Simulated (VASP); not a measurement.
The system is Ag.

```
Ag
1.0
     0.00000    2.04500    2.04500
     2.04500    0.00000    2.04500
     2.04500    2.04500    0.00000
Ag
1
Cartesian
  0.0000 0.0000 0.0000
```

```yaml
Program: VASP 6.6.1
Task: relaxation of cell and atoms
Functional: PBEsol
Potentials_or_basis: VASP PAW PBE potentials, release 64 (Ag)
Cutoff: 500 eV
k_mesh: 10 × 10 × 10
Occupations: fermi-dirac, width 0.05 eV
Spin: no spin polarisation
```

At the start: pressure -2.8 GPa; volume 17.10 Å³/atom.

Where does the relaxation end?

Over 3 steps the energy falls by 3.9 meV/atom and the volume is 16.67 Å³/atom (-2.5 %); space group Fm-3m (No. 225, to 0.1 Å) before and after.

Step by step:
| step | energy change (eV) | largest force (eV/Å) | pressure (GPa) | volume (Å³) |
| --- | --- | --- | --- | --- |
| 1 | 0.0000 | 0.0000 | -2.77 | 17.10 |
| 2 | -0.0020 | 0.0000 | 2.13 | 16.38 |
| 3 | -0.0039 | 0.0000 | 0.00 | 16.67 |

Final structure:
```
CELL_PARAMETERS angstrom
0.00000 2.02759 2.02759
2.02759 0.00000 2.02759
2.02759 2.02759 0.00000
ATOMIC_POSITIONS crystal
Ag 0.00000 0.00000 0.00000
```

Caveat: the PAW data sets were made with another functional, which shifts forces and pressure a little.
